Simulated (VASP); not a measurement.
Set up this calculation in VASP 6.6.1, as the native input.

| Quantity | Value |
| --- | --- |
| Task | single point |
| Functional | PBE |
| Potentials or basis | VASP PAW PBE potentials, release 64 (B, Ir) |
| Cutoff | 520 eV |
| k mesh | 20 × 20 × 20 |
| Occupations | gaussian, width 0.1 eV |
| Spin | no spin polarisation |
| Dipole correction | no |
| Further INCAR settings | ALGO = Normal; EDIFF = 1e-06; NBANDS = 17 |

The structure of B3Ir lies in POSCAR:

```
B3Ir
1.0
   -1.6102419072      1.6102419072      3.2514057993
    1.6102419072     -1.6102419072      3.2514057993
    1.6102419072      1.6102419072     -3.2514057993
B Ir
3 1
Direct
    0.5000000000      0.5000000000      0.0000000000
    0.2500000000      0.7500000000      0.5000000000
    0.7500000000      0.2500000000      0.5000000000
    0.0000000000      0.0000000000      0.0000000000
```

The input as run:

INCAR

```
PREC = Accurate
ENCUT = 520
EDIFF = 1E-6
ISMEAR = 0
SIGMA = 0.1
LREAL = False
LASPH = True
NELM = 100
ALGO = Normal
ISIF = 2
LWAVE = False
LCHARG = False
GGA = PE
NBANDS = 17
```

KPOINTS

```
regular mesh
0
Gamma
  20 20 20
```

Potentials or basis: VASP PAW PBE potentials, release 64 (B, Ir).

The run is started by

```bash
$ cat potpaw_PBE.64/B/POTCAR potpaw_PBE.64/Ir/POTCAR > POTCAR
$ mpirun -np 1 vasp_std > vasp.out
```

It gave:

| Quantity | Value |
| --- | --- |
| Pressure | 0.9 GPa |
| Band gap on the k mesh | zero (band 9 reaches 10.83 eV, above the bottom of band 10 at 9.94 eV) |

Caveat: spin-orbit coupling is left out, which moves the levels of the heavy elements.

It took 6.2 min on 1 thread of Intel(R) Xeon(R) Platinum 8488C (Sapphire Rapids), on a shared host, peak memory 0.46 GiB.
